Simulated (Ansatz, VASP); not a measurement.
Al: VASP beside Ansatz

```xyz
63
Lattice="-6.3649 6.3649 6.3649 6.3649 -6.3649 6.3649 6.3649 6.3649 -6.3649" Properties=species:S:1:pos:R:3 pbc="T T T"
Al    1.4838    1.0168   -1.0457
Al    3.1244    2.5290   -2.9472
Al    4.8643    4.9969   -4.8884
Al    1.1765   -2.0837    1.6184
Al    3.1285   -0.5253    0.3588
Al    4.7097    1.0818   -1.1826
Al    5.7670    2.6047   -3.4363
Al    3.2550   -3.2949    3.2039
Al    5.1590   -1.8182    1.8169
Al    6.6565    0.0687    0.6039
Al    7.5062    1.5509   -1.5778
Al    4.9701   -4.7021    5.0544
Al    6.8118   -3.4264    3.3004
Al    8.3793   -1.5069    1.8538
Al    9.3390    0.5604    0.3937
Al   -1.0469    1.7300    1.3468
Al    0.5253    3.3347   -0.2109
Al    1.9819    4.9110   -1.7558
Al    3.3935    6.9950   -3.1937
Al    0.0138    0.1106    3.1737
Al    1.6824    1.5543    1.6540
Al    3.2205    3.1531   -0.0305
Al    4.6896    4.6747   -1.8575
Al    1.0935   -2.1936    4.3864
Al    2.8363   -0.5022    3.1434
Al    4.5825    1.4367    1.7608
Al    5.9407    3.1731    0.0186
Al    2.9606   -3.1774    6.2478
Al    5.0598   -1.7197    4.6339
Al    6.5877    0.0085    3.2667
Al    7.7291    2.1767    1.8955
Al   -2.6419    3.3966    3.0672
Al   -1.3771    4.7078    1.0361
Al    0.2779    6.5773   -0.5205
Al    1.4845    8.5783   -1.7163
Al   -1.0653    2.1133    4.8894
Al    0.3179    3.6189    2.9852
Al    1.8794    5.2260    1.1572
Al    3.2903    6.9007   -0.4382
Al    0.0009   -0.2049    5.8568
Al    1.6632    1.6841    4.7239
Al    3.1092    3.7076    3.2935
Al    4.6369    5.1843    1.2378
Al    1.1040   -1.5969    7.9213
Al    2.7636   -0.5454    5.8852
Al    4.4538    1.2272    4.6914
Al    5.8352    3.5933    3.4355
Al   -5.2910    4.7911    5.3181
Al   -3.3920    6.0493    3.4257
Al   -1.9545    7.3284    1.2254
Al   -0.5817    9.2492   -0.0527
Al   -3.0909    3.1989    6.4911
Al   -1.1769    4.7994    5.2810
Al   -0.1229    6.2995    3.0455
Al    1.4852    7.9362    1.4418
Al   -1.1919    1.5520    7.6889
Al    0.5703    3.3073    6.6908
Al    1.6854    5.1993    5.0756
Al    3.1523    6.5845    3.2211
Al   -0.0450   -0.0249    9.7244
Al    1.6335    1.0883    7.7071
Al    3.1408    3.2166    6.3952
Al    4.6444    5.2739    5.2129
```

Alike in both runs: task single point; functional PBE; k mesh 1 × 1 × 1; occupations gaussian, width 0.05 eV; collinear spin.

```csv
,VASP,Ansatz
version,VASP 6.6.1,Ansatz 0.2.0
potentials or method,"VASP PAW PBE potentials, release 64 (Al), cutoff 520 eV","scalar-relativistic, plane waves, PAW"
valence electrons in the cell,189,189
```

```tsv
	VASP	Ansatz	Ansatz less VASP
gap on the k mesh at the Fermi level (eV)	0.09	0.09	0.000
rms of the force components (eV/Å)	0.012	0.012	0.0000
net moment per atom (μB)	0.01	0.01	0.000
```

Atom by atom the forces differ by 0.002 eV/Å (rms over components). Ansatz's warnings: moment headroom below auto, stability check not made.
